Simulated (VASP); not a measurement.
Write the native input for VASP 6.6.1 that does the following.

| Property | Result |
| --- | --- |
| Task | single point |
| Functional | PBE |
| Potentials or basis | VASP PAW PBE potentials, release 64 (Co, Y_sv) |
| Cutoff | 520 eV |
| k mesh | 4 × 4 × 4 |
| Occupations | fermi-dirac, width 0.1594 eV |
| Spin | no spin polarisation |
| Dipole correction | no |
| Further INCAR settings | LREAL = Auto; ALGO = Normal; EDIFF = 1e-06; NBANDS = 88 |

The structure of YCo7 lies in POSCAR:

```
YCo7
1.0
    5.9570290000      0.0398770000     -0.0998240000
    0.0398770000      5.9506870000      0.0454170000
   -0.0998240000      0.0454170000      6.2807300000
Co Y
14 2
Direct
    0.7813025494      0.1710911766      0.4978785444
    0.8251327914      0.5178049124      0.8714148110
    0.9152223633      0.8566111383      0.2807700648
    0.4796923756      0.6747492069      0.8911355831
    0.6765902657      0.6898541744      0.5324694600
    0.4684116687      0.3635439466      0.6551237899
    0.3150455724      0.8107578876      0.4241379682
    0.4834476430      0.5599049860      0.2575108771
    0.9567816611      0.2116784163      0.1706056298
    0.2059889031      0.4226882843      0.8855698587
    0.0786563246      0.4968808088      0.5459904055
    0.5134048080      0.9631904381      0.7026632858
    0.1835869636      0.1568523309      0.4599265975
    0.1129119666      0.5884276969      0.1614331632
    0.5178291085      0.1139118625      0.1173975886
    0.0569122792      0.9366386403      0.8464658370
```

The input as run:

INCAR

```
PREC = Accurate
ENCUT = 520
EDIFF = 1E-6
ISMEAR = -1
SIGMA = 0.1594
LREAL = Auto
LASPH = True
NELM = 80
ALGO = Normal
ISIF = 2
LWAVE = False
LCHARG = False
GGA = PE
NBANDS = 88
```

KPOINTS

```
regular mesh
0
Gamma
  4 4 4
```

Potentials or basis: VASP PAW PBE potentials, release 64 (Co, Y_sv).

Launch:

```console
$ cat potpaw_PBE.64/Co/POTCAR potpaw_PBE.64/Y_sv/POTCAR > POTCAR
$ mpirun -np 1 vasp_std > vasp.out
```

It gave:

```
Pressure               : -0.4 GPa
Largest force          : 2.907 eV/Å
Band gap on the k mesh : zero (bands 74 and 75 overlap by 0.05 eV)
```

Caveat: the atoms stand as in a frame of molecular dynamics; the run has no spin polarisation, though such a crystal can be magnetic.

It took 54 min on 1 thread of Intel(R) Xeon(R) 6975P-C (Granite Rapids), on a shared host, peak memory 0.6 GiB.
